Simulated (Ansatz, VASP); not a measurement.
**SiNi3 in VASP and in Ansatz**

```
Ni Si
1.0
     3.54200    0.00000    0.00000
     0.00000    3.54200    0.00000
     0.00000    0.00000    3.54200
Ni Si
3 1
Direct
  0.50000 0.50000 0.00000
  0.50000 0.00000 0.50000
  0.00000 0.50000 0.50000
  0.00000 0.00000 0.00000
```

Alike in both runs: task relaxation of cell and atoms; functional PBE; dispersion D3(BJ); k mesh 8 × 8 × 8; occupations fermi-dirac, width 0.05 eV; collinear spin.

|  | VASP | Ansatz |
| --- | --- | --- |
| version | VASP 6.6.1 | Ansatz 0.2.0 |
| potentials or method | VASP PAW PBE potentials, release 64 (Ni, Si) | Ansatz PAW |
| plane-wave cutoff (eV) | 600 | 420 |
| valence electrons in the cell | 34 | 58 |

Ansatz gave:

* gap on the k mesh at the Fermi level, each at its own relaxed structure (eV): none
* net moment per atom (μB): 0.00
* relaxed volume (Å³/atom): 10.40
* relaxed cell length with the largest relative difference (Å): 3.465

Question: Which values does VASP return?

Answer: gap on the k mesh at the Fermi level, each at its own relaxed structure (eV): none; net moment per atom (μB): 0.00; relaxed volume (Å³/atom): 10.41; relaxed cell length with the largest relative difference (Å): 3.466.

A gap of «none» marks a metal or a gap that the smearing closes. VASP's potentials hold 34 valence electrons a cell and Ansatz's 58, so a difference there can come from the potentials and not from the codes.

Noted on Ansatz's run: the plane-wave basis is chosen anew once the cell has moved, so the energies of steps on either side of that aren't comparable.
